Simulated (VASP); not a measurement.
# CaO (I4/mmm) in VASP: further runs

CaO is run at these levels: r2SCAN; tasks: single point.

All numbers are computed with VASP 6.6.1; they aren't measurements. Logs are shortened: lines on timing, memory, paths and dates and some standing lists are left out, and cuts for length are marked.

### 1 The cell of the first run

Symmetry: I4/mmm, No. 139, tetragonal system. Conventional cell: a = 3.186 Å, b = 3.186 Å, c = 5.094 Å, α = 90.00°, β = 90.00°, γ = 90.00°. Ca (site symmetry 4/mmm) has 6 O at 2.25 to 2.55 Å within 3.0 Å. Within 3.0 Å of O (site symmetry 4/mmm) lie 6 Ca at 2.25 to 2.55 Å.

### 2 Single point, r2SCAN (strain -0.080 along x and y, +0.040 along z)

The input, POSCAR:

```
CaO
1.0
    0.0000000000      2.2530800000      2.5469600000
    2.2530800000      0.0000000000      2.5469600000
    2.2530800000      2.2530800000      0.0000000000
Ca O
1 1
Direct
    0.0000000000      0.0000000000      0.0000000000
    0.5000000000      0.5000000000      0.5000000000
```

The input, INCAR.step1:

```
SYSTEM = CaO
PREC = Accurate
ENCUT = 910
ISMEAR = 0
SIGMA = 0.05
LREAL = .False.
LASPH = .True.
NELM = 120
NBANDS = 15
GGA = PE
ALGO = Normal
EDIFF = 1E-5
LWAVE = .True.
LCHARG = .False.
GGA_COMPAT = .False.
```

The input, INCAR.step2:

```
SYSTEM = CaO
PREC = Accurate
ENCUT = 910
EDIFF = 1E-6
ISMEAR = 0
SIGMA = 0.05
LREAL = .False.
LASPH = .True.
NELM = 120
ALGO = Normal
ISIF = 2
LWAVE = .False.
LCHARG = .False.
METAGGA = R2SCAN
LMIXTAU = .True.
NBANDS = 15
ISTART = 1
GGA_COMPAT = .False.
```

The input, KPOINTS:

```
Automatic mesh
0
Gamma
  8 8 8
  0 0 0
```

Potentials or basis: VASP PAW PBE potentials, release 64 (Ca_sv, O_h).

Started as:

```sh
> cat potpaw_PBE.64/Ca_sv/POTCAR potpaw_PBE.64/O_h/POTCAR > POTCAR
> cp INCAR.step1 INCAR
> mpirun -np 1 vasp_std > vasp.out
> cp INCAR.step2 INCAR
> mpirun -np 1 vasp_std > vasp.out
```

OUTCAR:

```text
SYSTEM = CaO
   PREC = Accurate
   ENCUT = 910
   EDIFF = 1E-6
   ISMEAR = 0
   LREAL = .False.
   LASPH = .True.
   NELM = 120
   ISIF = 2
   METAGGA = R2SCAN
   ISTART = 1

 ion  position               nearest neighbor table
   1  0.000  0.000  0.000-   2 2.25   2 2.25   2 2.25   2 2.25
   2  0.500  0.500  0.500-   1 2.25   1 2.25   1 2.25   1 2.25

  LATTYP: Found a body centered tetragonal cell.
 ALAT       =     3.1863362931
 C/A-ratio  =     1.5986762009

  Lattice vectors:

 A1 = (  -2.2530800000,   0.0000000000,   2.5469600000)
 A2 = (   2.2530800000,   0.0000000000,   2.5469600000)
 A3 = (   0.0000000000,   2.2530800000,  -2.5469600000)

Analysis of symmetry for initial positions (statically):
=====================================================================
 Subroutine PRICEL returns:
 Original cell was already a primitive cell.

 Routine SETGRP: Setting up the symmetry group for a
 body centered tetragonal supercell.

 Subroutine GETGRP returns: Found 16 space group operations
 (whereof 16 operations were pure point group operations)
 out of a pool of 16 trial point group operations.

The static configuration has the point symmetry D_4h.

Analysis of symmetry for dynamics (positions and initial velocities):
=====================================================================
 Subroutine PRICEL returns:
 Original cell was already a primitive cell.

 Routine SETGRP: Setting up the symmetry group for a
 body centered tetragonal supercell.

 Subroutine GETGRP returns: Found 16 space group operations
 (whereof 16 operations were pure point group operations)
 out of a pool of 16 trial point group operations.

The dynamic configuration has the point symmetry D_4h.

 Subroutine INISYM returns: Found 16 space group operations
 (whereof 16 operations are pure point group operations),
 and found     1 'primitive' translations

----------------------------------------------------------------------------------------

                                     Primitive cell

  volume of cell :      25.8586

  direct lattice vectors                    reciprocal lattice vectors
     0.000000000  2.253080000  2.546960000    -0.221918441  0.221918441  0.196312467
     2.253080000  0.000000000  2.546960000     0.221918441 -0.221918441  0.196312467
     2.253080000  2.253080000  0.000000000     0.221918441  0.221918441 -0.196312467

  length of vectors
     3.400496247  3.400496247  3.186336293     0.370181271  0.370181271  0.370181271

  position of ions in fractional coordinates (direct lattice)
     0.000000000  0.000000000  0.000000000
     0.500000000  0.500000000  0.500000000

  ion indices of the primitive-cell ions
   primitive index   ion index
                 1           1
                 2           2

----------------------------------------------------------------------------------------

 KPOINTS: Automatic mesh

Automatic generation of k-mesh.
 Grid dimensions read from file:
 generate k-points for:    8    8    8

 Generating k-lattice:

  Cartesian coordinates                     Fractional coordinates (reciprocal lattice)
    -0.027739805  0.027739805  0.024539058     0.125000000  0.000000000  0.000000000
     0.027739805 -0.027739805  0.024539058     0.000000000  0.125000000  0.000000000
     0.027739805  0.027739805 -0.024539058    -0.000000000 -0.000000000  0.125000000

  Length of vectors
     0.046272659  0.046272659  0.046272659

  Shift w.r.t. Gamma in fractional coordinates (k-lattice)
     0.000000000  0.000000000  0.000000000

 Subroutine IBZKPT returns following result:
 ===========================================

 Found     59 irreducible k-points:

 Following reciprocal coordinates:
            Coordinates               Weight
  0.000000  0.000000  0.000000      1.000000
  0.125000 -0.000000  0.000000      8.000000
  0.250000 -0.000000  0.000000      8.000000
  0.375000 -0.000000  0.000000      8.000000
  0.500000 -0.000000  0.000000      4.000000
  0.125000  0.125000  0.000000      2.000000
[... 16 lines left out ...]
  0.250000 -0.000000  0.125000     16.000000
  0.375000  0.000000  0.125000     16.000000
 [... further k-points ...]
   k-points           NKPTS =     59   k-points in BZ     NKDIM =     59   number of bands    NBANDS=     15
   number of dos      NEDOS =    301   number of ions     NIONS =      2
   total plane-waves  NPLWV =  41472
   dimension x,y,z NGX =    36 NGY =   36 NGZ =   32
   dimension x,y,z NGXF=    72 NGYF=   72 NGZF=   64
   ions per type =               1   1
   NGX,Y,Z   is equivalent  to a cutoff of  17.60, 17.60, 16.70 a.u.
   NGXF,Y,Z  is equivalent  to a cutoff of  35.20, 35.20, 33.39 a.u.
 SYSTEM =  CaO
   PREC   = accura    normal or accurate (medium, high low for compatibility)
   ISTART =      1    job   : 0-new  1-cont  2-samecut
   ICHARG =      0    charge: 1-file 2-atom 10-const
   ISPIN  =      1    spin polarized calculation?
   LNONCOLLINEAR =      F non collinear calculations
   LSORBIT =      F    spin-orbit coupling
   LASPH  =      T    aspherical Exc in radial PAW
   ENCUT  =  910.0 eV  66.88 Ry    8.18 a.u.   8.36  8.36  7.84*2*pi/ulx,y,z
   NELM   =    120;   NELMIN=  2; NELMDL=  0     # of ELM steps
   EDIFF  = 0.1E-05   stopping-criterion for ELM
   LREAL  =      F    real-space projection
   EDIFFG = 0.1E-04   stopping-criterion for IOM
   NSW    =      0    number of steps for IOM
   IBRION =     -1    ionic relax: 0-MD 1-quasi-New 2-CG
   NFREE  =      0    steps in history (QN), initial steepest desc. (CG)
   ISIF   =      2    stress and relaxation
   ISYM   =      2    0-nonsym 1-usesym 2-fastsym
   POTIM  = 0.5000    time-step for ionic-motion
   TEBEG  =    0.0;   TEEND  =   0.0 temperature during run
   PSTRESS=    0.0 pullay stress
   NELECT =      16.0000    total number of electrons
   NUPDOWN=      -1.0000    fix difference up-down
   EMIN   =  10.00;   EMAX   =-10.00  energy-range for DOS
   EFERMI =   0.00;   METHOD = LEGACY
   ISMEAR =     0;   SIGMA  =   0.05  broadening in eV -4-tet -1-fermi 0-gaus
   EFERMI_NEDOS =   21; number of points for ismear=-14 and -15
   IALGO  =     38    algorithm
   IMIX   =      4    mixing-type and parameters
     AMIX     =   0.40;   BMIX     =  1.00
     AMIX_MAG =   1.60;   BMIX_MAG =  1.00
  volume/ion in A,a.u.               =      12.93        87.25
  Fermi-wavevector in a.u.,A,eV,Ry     =   1.395018  2.636201 26.477948  1.946074
  Thomas-Fermi vector in A             =   2.518510
   LORBIT       =      0    0 simple, 1 ext, 2 COOP (PROOUT), +10 PAW based schemes
   METAGGA = R2SCAN    functional components
   LHFCALC =     F    Hartree Fock is set to
   AEXX    =    0.0000 exact exchange contribution
   IVDW    =     0    specifies the selected vdW correction
   LEPSILON=     F    determine dielectric tensor
   LRPA    =     F    only Hartree local field effects (RPA)
 non-spin polarized calculation
 Gauss-broadening in eV      SIGMA  =   0.05
  energy-cutoff  :      910.00
  volume of cell :       25.86
 maximum number of plane-waves:      1637
 NGX is ok and might be reduce to    36
   NGX = 17   NGY = 17   NGZ = 15

 number of electron      16.0000000 magnetization

 Free energy of the ion-electron system (eV)
  ---------------------------------------------------
  ext. energy  EPLUGINS =         0.00000000
  ---------------------------------------------------
  free energy    TOTEN  =       -19.21947378 eV

  energy without entropy =      -19.21947378  energy(sigma->0) =      -19.21947378

 E-fermi :   3.1210     XC(G=0): -11.4307

 val. band max:        2.8525076386   @ k =   0.0000   0.0000   0.0000
 cond. band min:       6.8387237140   @ k =   0.5000   0.0000   0.5000
 fundamental gap:      3.9862160754
 Fermi energy:         3.1210219510

 k-point     1 :       0.0000    0.0000    0.0000
  band No.  band energies     occupation
      1     -35.9624      2.00000
      2     -15.8788      2.00000
      3     -15.7696      2.00000
      4     -15.7696      2.00000
      5     -13.9193      2.00000
      6       2.5030      2.00000
      7       2.8525      2.00000
      8       2.8525      2.00000
      9       8.0805      0.00000
     10       9.2272      0.00000
     11      10.1639      0.00000
     12      10.1639      0.00000
     13      11.7142      0.00000
     14      12.1122      0.00000
     15      19.1235      0.00000

 k-point     2 :       0.1250   -0.0000    0.0000
  band No.  band energies     occupation
      1     -35.9410      2.00000
      2     -16.1934      2.00000
      3     -15.8811      2.00000
      4     -15.7653      2.00000
      5     -13.5015      2.00000
      6       2.1287      2.00000
      7       2.4545      2.00000
      8       2.5808      2.00000
      9       8.7168      0.00000
     10       9.5208      0.00000
     11      10.1741      0.00000
     12      10.4160      0.00000
     13      12.1616      0.00000
     14      12.5811      0.00000
     15      19.7793      0.00000

 k-point     3 :       0.2500   -0.0000    0.0000
  band No.  band energies     occupation
      1     -35.8890      2.00000
      2     -16.8567      2.00000
      3     -15.9322      2.00000
      4     -15.7545      2.00000
      5     -12.8030      2.00000
      6       1.1372      2.00000
      7       1.8933      2.00000
      8       1.9997      2.00000
      9       9.9024      0.00000
     10      10.1543      0.00000
     11      10.8007      0.00000
     12      11.0834      0.00000
     13      13.1693      0.00000
     14      13.6900      0.00000
     15      20.1614      0.00000
[... 343 lines left out ...]
 k-point    23 :       0.2500   -0.0000    0.1250
  band No.  band energies     occupation
      1     -35.8856      2.00000
      2     -16.7597      2.00000
      3     -15.9458      2.00000
      4     -15.8509      2.00000
      5     -12.8405      2.00000
      6       1.1121      2.00000
      7       2.0186      2.00000
      8       2.3197      2.00000
      9       9.1232      0.00000
     10       9.5116      0.00000
     11      10.9957      0.00000
     12      11.4844      0.00000
     13      12.6695      0.00000
     14      14.3633      0.00000
     15      20.6320      0.00000

 k-point    24 :       0.3750    0.0000    0.1250
  band No.  band energies     occupation
      1     -35.8336      2.00000
      2     -17.2050      2.00000
      3     -15.9937      2.00000
      4     -15.8357      2.00000
      5     -12.4478      2.00000
      6       0.5364      2.00000
      7       1.5491      2.00000
      8       1.7960      2.00000
      9       9.4626      0.00000
     10      10.8159      0.00000
     11      12.0220      0.00000
     12      12.2154      0.00000
     13      13.6814      0.00000
     14      15.1633      0.00000
     15      19.6606      0.00000

 [... further k-points ...]

------------------------ aborting loop because EDIFF is reached ----------------------------------------

  FORCE on cell =-STRESS in cart. coord.  units (eV):
  Direction    XX          YY          ZZ          XY          YZ          ZX
  --------------------------------------------------------------------------------------
  -------------------------------------------------------------------------------------
  Total        3.7808606      3.7808606     -0.6312982      0.0000000      0.0000000      0.0000000
  in kB      234.2587932    234.2587932    -39.1146803      0.0000000      0.0000000      0.0000000
  external PRESSURE =     143.1343020 kB  Pullay stress =       0.0000000 kB

 VOLUME and BASIS-vectors are now :
 -----------------------------------------------------------------------------
  energy-cutoff  :      910.00
  volume of cell :       25.86
      direct lattice vectors                 reciprocal lattice vectors
     0.000000000  2.253080000  2.546960000    -0.221918441  0.221918441  0.196312467
     2.253080000  0.000000000  2.546960000     0.221918441 -0.221918441  0.196312467
     2.253080000  2.253080000  0.000000000     0.221918441  0.221918441 -0.196312467

 POSITION                                       TOTAL-FORCE (eV/Angst)
 -----------------------------------------------------------------------------------
      0.00000      0.00000      0.00000        -0.000000     -0.000000      0.000000
      2.25308      2.25308      2.54696         0.000000      0.000000     -0.000000
 -----------------------------------------------------------------------------------
    total drift:                                0.000000      0.000000      0.000000

  FREE ENERGIE OF THE ION-ELECTRON SYSTEM (eV)
  ---------------------------------------------------
  free  energy   TOTEN  =       -19.2194737815 eV

  energy  without entropy=      -19.2194737815  energy(sigma->0) =      -19.21947378
```

Run time: 2.4 min. Hardware: 1 thread of Intel Xeon Platinum 8375C at 2.90GHz (Ice Lake), shared host; peak memory 0.24 GiB.

What came out:

```yaml
Free_energy: -19.2195 eV
Pressure: 14.3 GPa
Band_gap_on_the_k_mesh: 3.99 eV (least direct gap 4.36 eV)
```

Stress tensor (GPa, compression positive):
```
23.43  0.00  0.00
 0.00 23.43  0.00
 0.00  0.00 -3.91
```

Caveat: the cell differs from its parent crystal (strain -0.080 along x and y, +0.040 along z); the cutoff is under 1.25 times the usual one of these potentials, so pressure, stress and relaxed cells hold a basis-set (Pulay) error; the cell stands under pressure; the PAW data sets were made with another functional, which shifts forces and pressure a little. A k mesh can miss the band edges.

### 3 Single point, r2SCAN (strain -0.040 along x and y, -0.080 along z)

The input, POSCAR:

```
CaO
1.0
    0.0000000000      2.3510400000      2.2530800000
    2.3510400000      0.0000000000      2.2530800000
    2.3510400000      2.3510400000      0.0000000000
Ca O
1 1
Direct
    0.0000000000      0.0000000000      0.0000000000
    0.5000000000      0.5000000000      0.5000000000
```

The input, INCAR.step1:

```
SYSTEM = CaO
ALGO     = Normal         ! electronic algorithm
EDIFF    = 1E-5           ! SCF threshold, eV
ENCUT    = 910            ! plane-wave cutoff, eV
GGA      = PE             ! functional
GGA_COMPAT= .False.      
ISMEAR   = 0              ! smearing method
LASPH    = .True.         ! aspherical terms in the spheres
LCHARG   = .False.        ! write CHGCAR
LREAL    = .False.        ! projectors in reciprocal space
LWAVE    = .True.         ! write WAVECAR
NBANDS   = 15             ! bands
NELM     = 120            ! most SCF steps
PREC     = Accurate       ! precision mode
SIGMA    = 0.05           ! smearing width, eV
```

The input, INCAR.step2:

```
SYSTEM = CaO
ALGO     = Normal         ! electronic algorithm
EDIFF    = 1E-6           ! SCF threshold, eV
ENCUT    = 910            ! plane-wave cutoff, eV
GGA_COMPAT= .False.      
ISIF     = 2              ! what is computed and relaxed
ISMEAR   = 0              ! smearing method
ISTART   = 1            
LASPH    = .True.         ! aspherical terms in the spheres
LCHARG   = .False.        ! write CHGCAR
LMIXTAU  = .True.       
LREAL    = .False.        ! projectors in reciprocal space
LWAVE    = .False.        ! write WAVECAR
METAGGA  = R2SCAN         ! meta-GGA
NBANDS   = 15             ! bands
NELM     = 120            ! most SCF steps
PREC     = Accurate       ! precision mode
SIGMA    = 0.05           ! smearing width, eV
```

The input, KPOINTS:

```
k-points
0
Gamma
  8 8 8
  0 0 0
```

Potentials or basis: VASP PAW PBE potentials, release 64 (Ca_sv, O_h).

Started as:

```sh
> cat potpaw_PBE.64/Ca_sv/POTCAR potpaw_PBE.64/O_h/POTCAR > POTCAR
> cp INCAR.step1 INCAR
> mpirun -np 1 vasp_std > vasp.out
> cp INCAR.step2 INCAR
> mpirun -np 1 vasp_std > vasp.out
```

It took 3.3 min on 1 thread of AMD EPYC 7R43 (Zen 3), shared host; peak memory 0.19 GiB.

The run converged. Its results:

```
Free energy            : -19.2985 eV
Pressure               : 16.8 GPa
Band gap on the k mesh : 3.91 eV (least direct gap 4.40 eV)
```

Stress tensor (GPa, compression positive):
```
12.25  0.00  0.00
 0.00 12.25  0.00
 0.00  0.00 25.99
```

Levels at points of the mesh, in eV from the valence-band top:
```
           k point  band 4  band 5  band 6  band 7  band 8  band 9  band 10  band 11  band 12  band 13
(0.00, 0.00, 0.00)  -18.52  -16.81   -0.17   -0.17    0.00    6.18     6.90     6.90     7.22     8.57
(0.50, 0.00, 0.00)  -18.56  -14.93   -2.99   -1.57   -1.56    8.11     9.53     9.59     9.98    11.78
(0.50, 0.50, 0.00)  -18.90  -16.62   -1.10   -0.54   -0.54    3.91     9.56    10.15    10.89    10.89
(0.50, 0.00, 0.50)  -18.80  -16.62   -1.43   -0.49   -0.31    4.08     9.38    10.25    10.70    11.03
```

Caveat: the cell differs from its parent crystal (strain -0.040 along x and y, -0.080 along z); the cutoff is under 1.25 times the usual one of these potentials, so pressure, stress and relaxed cells hold a basis-set (Pulay) error; the cell stands under pressure; the PAW data sets were made with another functional, which shifts forces and pressure a little.
